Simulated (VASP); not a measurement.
# Na3CoMo: relaxation of cell and atoms with PBE

Na3CoMo:

```
CELL_PARAMETERS angstrom
4.35106 0.00000 0.00000
0.00000 4.35106 0.00000
0.00000 0.00000 4.35106
ATOMIC_POSITIONS crystal
Na 0.00000 0.50000 0.50000
Na 0.50000 0.00000 0.50000
Na 0.50000 0.50000 0.00000
Co 0.00000 0.00000 0.00000
Mo 0.50000 0.50000 0.50000
```

```yaml
Program: VASP 6.6.1
Task: relaxation of cell and atoms
Functional: PBE
Potentials_or_basis: VASP PAW PBE potentials, release 64 (Na_pv, Co, Mo_sv)
Cutoff: 600 eV
k_mesh: 4 × 4 × 4
Occupations: gaussian, width 0.1 eV
Spin: collinear spin, ferromagnetic start
Starting_moments: "[0.0, 0.0, 0.0, 2.14, 2.0] μB"
Dipole_correction: no
Further_INCAR_settings: ALGO = Normal; EDIFF = 1e-06; IBRION = 2; EDIFFG = -0.04; NSW = 90; ISIF = 3
```

```json
{
  "Relaxed volume": "37.75 Å³/atom",
  "Relaxed cell": "a = 5.736 Å, b = 5.736 Å, c = 5.736 Å, α = 90.00°, β = 90.00°, γ = 90.00°",
  "Space group after relaxing (to 0.1 Å)": "Pm-3m (No. 221)",
  "Energy gained by relaxing": "1063.6 meV/atom",
  "Ionic steps": "5",
  "Pressure after relaxing": "0.1 GPa",
  "Net moment": "4.99 μB per cell",
  "Site moments": "Na +0.02; Co +0.18; Mo +3.79 μB",
  "Valence electrons inside the program's atomic spheres": "Na 6.07; Co 7.67; Mo 12.31"
}
```

Step by step:
```
step  energy change (eV)  largest force (eV/Å)  pressure (GPa)  volume (Å³)
   1              0.0000                0.0000           19.54        82.37
   2             -3.3776                0.0000           13.28       108.73
   3             -5.2687                0.0000           -0.85       220.16
   4             -5.3342                0.0000           -0.49       204.71
   5             -5.3182                0.0000            0.14       188.77
```

Final structure:
```xyz
5
Lattice="5.7365 0.0000 0.0000 0.0000 5.7365 0.0000 0.0000 0.0000 5.7365" Properties=species:S:1:pos:R:3 pbc="T T T"
Na    0.0000    2.8682    2.8682
Na    2.8682    0.0000    2.8682
Na    2.8682    2.8682    0.0000
Co    0.0000    0.0000    0.0000
Mo    2.8682    2.8682    2.8682
```

Levels at points of the mesh, in eV from the Fermi level:
Spin up:
| k point | band 23 | band 24 | band 25 | band 26 | band 27 | band 28 |
| --- | --- | --- | --- | --- | --- | --- |
| (0.00, 0.00, 0.00) | -0.11 | -0.06 | -0.06 | 1.06 | 1.06 | 1.06 |
| (0.50, 0.00, 0.00) | -0.73 | -0.06 | 0.02 | 1.83 | 1.85 | 1.85 |
| (0.50, 0.50, 0.00) | -0.58 | -0.58 | -0.53 | 0.01 | 0.03 | 2.21 |
| (0.50, 0.50, 0.50) | -0.43 | 0.04 | 0.04 | 0.46 | 0.46 | 0.46 |
Spin down:
| k point | band 18 | band 19 | band 20 | band 21 | band 22 | band 23 |
| --- | --- | --- | --- | --- | --- | --- |
| (0.00, 0.00, 0.00) | -0.02 | -0.02 | 0.31 | 0.31 | 0.62 | 0.83 |
| (0.50, 0.00, 0.00) | -0.05 | -0.05 | 0.01 | 0.37 | 0.54 | 0.54 |
| (0.50, 0.50, 0.00) | -0.31 | -0.31 | -0.08 | -0.08 | 0.14 | 0.72 |
| (0.50, 0.50, 0.50) | -0.22 | -0.22 | -0.22 | -0.04 | -0.04 | -0.04 |

Wall time 14 min on 1 thread of Intel(R) Xeon(R) 6975P-C (Granite Rapids), on a shared host, peak memory 0.27 GiB.

Caveat: the k points lie up to 0.27 Å⁻¹ apart in the final cell; the volume moved by over 15 % at a fixed basis, so the end points are rough.
